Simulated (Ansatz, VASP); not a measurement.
## Two plane-wave programs on PtSe2

```
Pt Se
1.0
     3.72400    0.00000    0.00000
    -1.86200    3.22508    0.00000
     0.00000    0.00000    5.06200
Pt Se
1 2
Direct
  0.00000 0.00000 0.00000
  0.66667 0.33333 0.75000
  0.33333 0.66667 0.25000
```

Alike in both runs: task single point; functional PBE-based screened hybrid with a share of 0.5 of exact exchange and HFSCREEN = 0.2; k mesh 4 × 4 × 3; occupations fermi-dirac, width 0.05 eV; no spin polarisation.

```csv
,VASP,Ansatz
version,VASP 6.6.1,Ansatz 0.2.0
potentials or method,"VASP PAW PBE potentials, release 64 (Pt, Se)",Ansatz PAW
plane-wave cutoff (eV),520,420
valence electrons in the cell,22,50
```

```tsv
	VASP	Ansatz	Ansatz less VASP
gap on the k mesh at the Fermi level (eV)	0.33	0.34	+0.012
least direct gap on the mesh (eV)	1.58	1.59	+0.009
pressure (GPa)	-2.3	-1.8	+0.50
traceless stress, the component that is largest in VASP (GPa)	1.73	1.53	-0.197
rms of the force components (eV/Å)	0.206	0.192	-0.0143
```

VASP's potentials were made for PBE, not for PBE-based screened hybrid. Atom by atom the forces differ by 0.014 eV/Å (rms over components). The functional is the same, so the differences come from potentials, cutoffs and numerics. VASP's potentials hold 22 valence electrons a cell and Ansatz's 50, so a difference there can come from the potentials and not from the codes.

The k mesh is coarse, so the values compare programs but aren't converged. Spin-orbit coupling is off throughout. Noted on Ansatz's run: odd divisions of the mesh miss points on the zone boundary, where band edges often lie, so the gap on the mesh can be too wide.
